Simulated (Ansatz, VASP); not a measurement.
**Two plane-wave programs on ZrB**

File INCAR:

```
PREC = Accurate
ENCUT = 600
EDIFF = 1E-7
ISMEAR = 0
SIGMA = 0.1
LREAL = False
LASPH = True
NELM = 100
ALGO = Normal
ISIF = 3
LWAVE = False
LCHARG = False
GGA = PE
IBRION = 2
NSW = 90
EDIFFG = -0.04
```

File KPOINTS:

```
regular mesh
0
Gamma
  6 6 6
```

The input POSCAR:

```
ZrB
1.0
    0.0000000000      2.7118509800      2.7118509800
    2.7118509800      0.0000000000      2.7118509800
    2.7118509800      2.7118509800      0.0000000000
Zr B
1 1
Direct
    0.7500000000      0.7500000000      0.7500000000
    0.0000000000      0.0000000000      0.0000000000
```

Input for Ansatz:

```yaml
crystal:
  lattice:
    - [0.0, 2.71185098, 2.71185098]
    - [2.71185098, 0.0, 2.71185098]
    - [2.71185098, 2.71185098, 0.0]
  atoms:
    - { symbol: Zr, position: [0.75, 0.75, 0.75] }
    - { symbol: B, position: [0.0, 0.0, 0.0] }
basis:
  ecutwfc: 420
kpoints:
  mp_grid: { grid: [6, 6, 6] }
hamiltonian:
  xc: pbe
scf:
  occupations: { method: gaussian, width: 0.1 }
  lower_state_search: "off"
output:
  forces: true
  stress: true
  eigenvalues: true
relax:
  adjacent_minimum: "off"
  f_tol: 0.04
  max_steps: 70
  cell: { stress_tol: 0.4 }
```

Alike in both runs: task relaxation of cell and atoms; functional PBE; k mesh 6 × 6 × 6; occupations gaussian, width 0.1 eV; no spin polarisation.

|  | VASP | Ansatz |
| --- | --- | --- |
| version | VASP 6.6.1 | Ansatz 0.2.0 |
| potentials or method | VASP PAW PBE potentials, release 64 (Zr_sv, B), cutoff 600 eV | scalar-relativistic, plane waves, PAW |
| valence electrons in the cell | 15 | 15 |

```csv
,VASP,Ansatz,Ansatz less VASP
"gap on the k mesh at the Fermi level, each at its own relaxed structure (eV)",none,none,-
relaxed volume (Å³/atom),18.55,18.60,+0.048
relaxed cell length with the largest relative difference (Å),3.744,3.747,+0.0033
```

A gap of «none» marks a metal or a gap that the smearing closes.
